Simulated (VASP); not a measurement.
# MgO (Fm-3m) in VASP: G0W0 quasiparticle levels with PBE

Aim: the G0W0 quasiparticle levels of MgO with PBE.

Everything below comes from runs of VASP 6.6.1. Logs are shortened: lines on timing, memory, paths and dates and some standing lists are left out, and cuts for length are marked.

### Step 1. The cell of the first run

Symmetry: Fm-3m, No. 225, cubic system. The conventional cell has a = 4.204 Å, b = 4.204 Å, c = 4.204 Å, α = 90.00°, β = 90.00°, γ = 90.00°. Mg (site symmetry m-3m) has 6 O at 2.10 Å within 2.8 Å. O (site symmetry m-3m) has 6 Mg at 2.10 Å within 2.8 Å.

### Step 2. G0W0 quasiparticle levels, PBE

Contents of POSCAR:

```
MgO
1.0
    0.0000000000      2.1021677879      2.1021677879
    2.1021677879      0.0000000000      2.1021677879
    2.1021677879      2.1021677879      0.0000000000
Mg O
1 1
Direct
    0.0000000000      0.0000000000      0.0000000000
    0.5000000000      0.5000000000      0.5000000000
```

Contents of INCAR.step1:

```
SYSTEM = MgO
PREC = Accurate
ENCUT = 500
EDIFF = 1E-8
ISMEAR = 0
SIGMA = 0.01
LREAL = .False.
LASPH = .True.
NELM = 80
ALGO = Normal
LWAVE = .True.
LCHARG = .False.
GGA = PE
```

Contents of INCAR.step2:

```
SYSTEM = MgO
PREC = Accurate
ENCUT = 500
EDIFF = 1E-8
ISMEAR = 0
SIGMA = 0.01
LREAL = .False.
LASPH = .True.
NELM = 1
ALGO = Exact
LWAVE = .True.
LCHARG = .False.
GGA = PE
NBANDS = 59
LOPTICS = .True.
ISTART = 1
```

Contents of INCAR.step3:

```
SYSTEM = MgO
PREC = Accurate
ENCUT = 500
EDIFF = 1E-8
ISMEAR = 0
SIGMA = 0.01
LREAL = .False.
LASPH = .True.
ALGO = EVGW0
LWAVE = .False.
LCHARG = .False.
GGA = PE
NELMGW = 1
NBANDS = 59
ENCUTGW = 120.0
NOMEGA = 96
PRECFOCK = Fast
ISTART = 1
NBANDSGW = 12
OMEGAMAX = 20
```

Contents of KPOINTS:

```
Automatic mesh
0
Gamma
  8 8 8
  0 0 0
```

Potentials or basis: VASP PAW PBE potentials, release 64 (Mg_GW, O_GW).

Command:

```console
$ cat potpaw_PBE.64/Mg_GW/POTCAR potpaw_PBE.64/O_GW/POTCAR > POTCAR
$ cp INCAR.step1 INCAR
$ mpirun -np 1 vasp_std > vasp.out
$ cp INCAR.step2 INCAR
$ mpirun -np 1 vasp_std > vasp.out
$ cp INCAR.step3 INCAR
$ mpirun -np 1 vasp_std > vasp.out
```

OUTCAR:

```text
SYSTEM = MgO
   PREC = Accurate
   ENCUT = 500
   EDIFF = 1E-8
   ISMEAR = 0
   LREAL = .False.
   LASPH = .True.
   GGA = PE
   NELMGW = 1
   ENCUTGW = 120.0
   PRECFOCK = Fast
   ISTART = 1

 ion  position               nearest neighbor table
   1  0.000  0.000  0.000-   2 2.10   2 2.10   2 2.10   2 2.10   2 2.10   2 2.10
   2  0.500  0.500  0.500-   1 2.10   1 2.10   1 2.10   1 2.10   1 2.10   1 2.10

  LATTYP: Found a face centered cubic cell.
 ALAT       =     4.2043355758

  Lattice vectors:

 A1 = (   0.0000000000,   2.1021677879,   2.1021677879)
 A2 = (   2.1021677879,   0.0000000000,   2.1021677879)
 A3 = (   2.1021677879,   2.1021677879,   0.0000000000)

Analysis of symmetry for initial positions (statically):
=====================================================================
 Subroutine PRICEL returns:
 Original cell was already a primitive cell.

 Routine SETGRP: Setting up the symmetry group for a
 face centered cubic supercell.

 Subroutine GETGRP returns: Found 48 space group operations
 (whereof 48 operations were pure point group operations)
 out of a pool of 48 trial point group operations.

The static configuration has the point symmetry O_h .

Analysis of symmetry for dynamics (positions and initial velocities):
=====================================================================
 Subroutine PRICEL returns:
 Original cell was already a primitive cell.

 Routine SETGRP: Setting up the symmetry group for a
 face centered cubic supercell.

 Subroutine GETGRP returns: Found 48 space group operations
 (whereof 48 operations were pure point group operations)
 out of a pool of 48 trial point group operations.

The dynamic configuration has the point symmetry O_h .

 Subroutine INISYM returns: Found 48 space group operations
 (whereof 48 operations are pure point group operations),
 and found     1 'primitive' translations

----------------------------------------------------------------------------------------

                                     Primitive cell

  volume of cell :      18.5794

  direct lattice vectors                    reciprocal lattice vectors
     0.000000000  2.102167788  2.102167788    -0.237849711  0.237849711  0.237849711
     2.102167788  0.000000000  2.102167788     0.237849711 -0.237849711  0.237849711
     2.102167788  2.102167788  0.000000000     0.237849711  0.237849711 -0.237849711

  length of vectors
     2.972914196  2.972914196  2.972914196     0.411967783  0.411967783  0.411967783

  position of ions in fractional coordinates (direct lattice)
     0.000000000  0.000000000  0.000000000
     0.500000000  0.500000000  0.500000000

  ion indices of the primitive-cell ions
   primitive index   ion index
                 1           1
                 2           2

----------------------------------------------------------------------------------------

 KPOINTS: Automatic mesh

Automatic generation of k-mesh.
 Grid dimensions read from file:
 generate k-points for:    8    8    8

 Generating k-lattice:

  Cartesian coordinates                     Fractional coordinates (reciprocal lattice)
    -0.029731214  0.029731214  0.029731214     0.125000000  0.000000000  0.000000000
     0.029731214 -0.029731214  0.029731214     0.000000000  0.125000000  0.000000000
     0.029731214  0.029731214 -0.029731214     0.000000000  0.000000000  0.125000000

  Length of vectors
     0.051495973  0.051495973  0.051495973

  Shift w.r.t. Gamma in fractional coordinates (k-lattice)
     0.000000000  0.000000000  0.000000000

 Subroutine IBZKPT returns following result:
 ===========================================

 Found     29 irreducible k-points:

 Following reciprocal coordinates:
            Coordinates               Weight
  0.000000  0.000000  0.000000      1.000000
  0.125000  0.000000  0.000000      8.000000
  0.250000  0.000000  0.000000      8.000000
  0.375000  0.000000  0.000000      8.000000
  0.500000  0.000000  0.000000      4.000000
  0.125000  0.125000  0.000000      6.000000
[... 16 lines left out ...]
  0.500000  0.250000  0.125000     48.000000
 -0.375000  0.250000  0.125000     24.000000
 [... further k-points ...]
   k-points           NKPTS =     29   k-points in BZ     NKDIM =    512   number of bands    NBANDS=     59
   number of dos      NEDOS =    301   number of ions     NIONS =      2
   total plane-waves  NPLWV =  13824
   dimension x,y,z NGX =    24 NGY =   24 NGZ =   24
   dimension x,y,z NGXF=    48 NGYF=   48 NGZF=   48
   ions per type =               1   1
   NGX,Y,Z   is equivalent  to a cutoff of  13.42, 13.42, 13.42 a.u.
   NGXF,Y,Z  is equivalent  to a cutoff of  26.84, 26.84, 26.84 a.u.
 SYSTEM =  MgO
   PREC   = accura    normal or accurate (medium, high low for compatibility)
   ISTART =      1    job   : 0-new  1-cont  2-samecut
   ICHARG =      0    charge: 1-file 2-atom 10-const
   ISPIN  =      1    spin polarized calculation?
   LNONCOLLINEAR =      F non collinear calculations
   LSORBIT =      F    spin-orbit coupling
   LASPH  =      T    aspherical Exc in radial PAW
   ENCUT  =  500.0 eV  36.75 Ry    6.06 a.u.   5.42  5.42  5.42*2*pi/ulx,y,z
   NELM   =     60;   NELMIN=  2; NELMDL=  0     # of ELM steps
   EDIFF  = 0.1E-07   stopping-criterion for ELM
   LREAL  =      F    real-space projection
   EDIFFG = 0.1E-06   stopping-criterion for IOM
   NSW    =      0    number of steps for IOM
   IBRION =     -1    ionic relax: 0-MD 1-quasi-New 2-CG
   NFREE  =      0    steps in history (QN), initial steepest desc. (CG)
   ISIF   =      0    stress and relaxation
   ISYM   =      3    0-nonsym 1-usesym 2-fastsym
   POTIM  = 0.5000    time-step for ionic-motion
   TEBEG  =    0.0;   TEEND  =   0.0 temperature during run
   PSTRESS=    0.0 pullay stress
   NELECT =       8.0000    total number of electrons
   NUPDOWN=      -1.0000    fix difference up-down
   EMIN   =  10.00;   EMAX   =-10.00  energy-range for DOS
   EFERMI =   0.00;   METHOD = LEGACY
   ISMEAR =     0;   SIGMA  =   0.01  broadening in eV -4-tet -1-fermi 0-gaus
   EFERMI_NEDOS =   21; number of points for ismear=-14 and -15
   IALGO  =     38    algorithm
   IMIX   =      4    mixing-type and parameters
     AMIX     =   0.40;   BMIX     =  1.00
     AMIX_MAG =   1.60;   BMIX_MAG =  1.00
  volume/ion in A,a.u.               =       9.29        62.69
  Fermi-wavevector in a.u.,A,eV,Ry     =   1.236215  2.336108 20.792808  1.528228
  Thomas-Fermi vector in A             =   2.370833
   LORBIT       =      0    0 simple, 1 ext, 2 COOP (PROOUT), +10 PAW based schemes
   GGA     = PE    functional components
   LHFCALC =     T    Hartree Fock is set to
   PRECFOCK=fast      Normal, Fast or Accurate (Low or Medium for compatibility)
   ENCUT4O =  -1.0   cutoff for four orbital integrals eV
   NKREDX  =     1    reduce k-point grid by
   NKREDY  =     1    reduce k-point grid by
   NKREDZ  =     1    reduce k-point grid by
   AEXX    =    1.0000 exact exchange contribution
   HFSCREEN=    0.0000 screening length (either q_TF or 0.3 A-1)
   HFSCREENC=   0.0000 screening length for correlation (either q_TF or 0.3 A-1)
   ENCUTFOCK=  -1.0 apply spherical cutoff to Coloumb kernel
   IVDW    =     0    specifies the selected vdW correction
   LEPSILON=     F    determine dielectric tensor
   LRPA    =     F    only Hartree local field effects (RPA)
   LRPAFORCE           =     F    calculate RPA forces
   ENCUTGW             = 120.0    cutoff for response function in eV
   ENCUTGWSOFT         =  96.0    soft cutoff for Coulomb kernel in GW response function in eV
   ENCUTLF             =  -1.0    cutoff for local field effects
   NELMGW              =     1    number of iterations in solving QP/BSE equation
   NELMHF              =     1    number of iterations in the inner HF iteration
   NKREDLFX            =     1    NKREDLFY  =   1   NKREDLFZ  =   1
 non-spin polarized calculation
 Gauss-broadening in eV      SIGMA  =   0.01
  energy-cutoff  :      500.00
  volume of cell :       18.58
 maximum number of plane-waves:       489
 NGX is ok and might be reduce to    24
  NGX = 14; NGY = 14; NGZ = 14
   NGX = 11   NGY = 11   NGZ = 11
 maximum number of plane-waves:        64
 NGX is ok and might be reduce to    14

 QP shifts <psi_nk| G(iteration)W_0 |psi_nk>: iteration 1
 for sc-GW calculations column KS-energies equals QP-energies in previous step
 and V_xc(KS)=  KS-energies - (<T + V_ion + V_H > + <T+V_H+V_ion>^1  + <V_x>^1)

 k-point   1 :       0.0000    0.0000    0.0000
  band No.  KS-energies  QP-energies   sigma(KS)   V_xc(KS)     V^pw_x(r,r')   Z            occupation Imag(sigma)

      1     -14.0735     -16.0776     -21.0711     -18.1205     -29.9078       0.6792       2.0000       1.0338
      2       3.2233       2.0245     -21.2578     -19.7386     -25.2264       0.7892       2.0000       0.0467
      3       3.2233       2.0245     -21.2578     -19.7386     -25.2264       0.7892       2.0000       0.0467
      4       3.2233       2.0245     -21.2578     -19.7386     -25.2264       0.7892       2.0000       0.0467
      5       8.0033       9.2477     -10.7384     -12.2125      -7.4977       0.8443       0.0000      -0.0362
      6      19.0620      20.3450      -7.5210      -9.0659      -3.0977       0.8304       0.0000      -0.0712
      7      19.0620      20.3450      -7.5210      -9.0659      -3.0977       0.8304       0.0000      -0.0712
      8      19.0620      20.3450      -7.5210      -9.0659      -3.0977       0.8304       0.0000      -0.0712
      9      22.9937      23.4112      -7.3888      -7.9373      -1.6847       0.7612       0.0000      -0.3899
     10      24.7750      26.3753      -7.9331      -9.8788      -3.2649       0.8225       0.0000      -0.1365
     11      24.7750      26.3753      -7.9331      -9.8788      -3.2649       0.8225       0.0000      -0.1365
     12      27.3733      28.8741      -7.5901      -9.4963      -1.8751       0.7873       0.0000      -0.4247

 k-point   2 :       0.1250    0.0000    0.0000
  band No.  KS-energies  QP-energies   sigma(KS)   V_xc(KS)     V^pw_x(r,r')   Z            occupation Imag(sigma)
[... 353 lines left out ...]
      1     -12.6251     -14.7232     -22.5663     -19.6572     -31.2181       0.7212       2.0000       0.9467
      2      -0.7988      -2.5688     -17.5660     -15.2539     -21.7767       0.7655       2.0000       0.0764
      3       1.2771      -0.2619     -19.2153     -17.2407     -23.2508       0.7794       2.0000       0.0567
      4       2.2294       0.8449     -20.3556     -18.5870     -24.4267       0.7828       2.0000       0.0510
      5      12.9360      14.3512     -10.0513     -11.7563      -6.1574       0.8300       0.0000      -0.0503
      6      15.4777      17.3804     -12.1766     -14.5571      -7.9138       0.7993       0.0000      -0.0670
      7      16.7592      18.3110      -8.0766      -9.9395      -3.8230       0.8330       0.0000      -0.0575
      8      20.1410      21.7315      -8.5258     -10.4990      -3.7674       0.8060       0.0000      -0.1038
      9      23.8020      25.0658      -8.0934      -9.6653      -2.8572       0.8040       0.0000      -0.3070
     10      25.3442      26.7026      -8.4773     -10.1936      -2.9070       0.7915       0.0000      -0.3892
     11      29.4098      30.7259      -7.1978      -8.7828      -1.6338       0.8304       0.0000      -0.6656
     12      32.0542      34.0540      -8.9504     -11.2985      -3.4432       0.8517       0.0000      -0.7698

 [... further k-points ...]
```

Run time: 7.2 min. Hardware: 1 thread of Intel Xeon Platinum 8488C (Sapphire Rapids), shared host; peak memory 0.58 GiB.

Results:

- Quasiparticle gap: 7.22 eV
- Least direct quasiparticle gap: 7.22 eV
- Band gap of the starting levels on the mesh: 4.78 eV
- Least direct gap of the starting levels on the mesh: 4.78 eV

Caveat: bands, screening cutoff and mesh are small and nothing is extrapolated, so the quasiparticle values aren't converged.
